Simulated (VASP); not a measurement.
## GaP: single point with LDA

The system is GaP.

```
Ga P
1.0
     0.00000    2.72525    2.80701
     2.72525    0.00000    2.80701
     2.72525    2.72525    0.00000
Ga P
1 1
Direct
  0.00000 0.00000 0.00000
  0.75000 0.75000 0.75000
```

This cell differs from its parent crystal: zz strain of +3 %.

| Item | Value |
| --- | --- |
| Program | VASP 6.6.1 |
| Task | single point |
| Functional | LDA |
| Potentials or basis | VASP PAW LDA potentials, release 64 (Ga_d, P) |
| Cutoff | 520 eV |
| k mesh | 10 × 10 × 10 |
| Occupations | fermi-dirac, width 0.05 eV |
| Spin | no spin polarisation |
| Dipole correction | no |
| Further INCAR settings | ALGO = Normal; EDIFF = 1e-06; NBANDS = 16 |

The pressure is -4.8 GPa and the band gap on the k mesh is 1.33 eV, direct.

Stress tensor (GPa, compression positive):
```
-4.03  0.00  0.00
 0.00 -4.03  0.00
 0.00  0.00 -6.42
```

Levels at points of the mesh, in eV from the valence-band top:
| k point | band 5 | band 6 | band 7 | band 8 | band 9 | band 10 | band 11 | band 12 | band 13 | band 14 |
| --- | --- | --- | --- | --- | --- | --- | --- | --- | --- | --- |
| (0.00, 0.00, 0.00) | -14.62 | -12.35 | -0.17 | 0.00 | 0.00 | 1.33 | 3.72 | 3.72 | 3.79 | 8.30 |
| (0.50, 0.00, 0.00) | -14.61 | -10.36 | -6.60 | -1.26 | -1.02 | 1.35 | 4.49 | 4.69 | 7.94 | 10.35 |
| (0.50, 0.50, 0.00) | -14.61 | -9.56 | -6.88 | -2.53 | -2.53 | 1.63 | 1.84 | 10.18 | 10.18 | 10.46 |
| (0.50, 0.00, 0.50) | -14.60 | -9.44 | -6.70 | -2.73 | -2.72 | 1.43 | 1.56 | 10.10 | 10.14 | 10.70 |

It took 76 s on 1 thread of Intel(R) Xeon(R) Platinum 8375C CPU @ 2.90GHz (Ice Lake), on a shared host, peak memory 0.19 GiB.

Caveat: the cell differs from its parent crystal (zz strain of +3 %). A k mesh can miss the band edges.
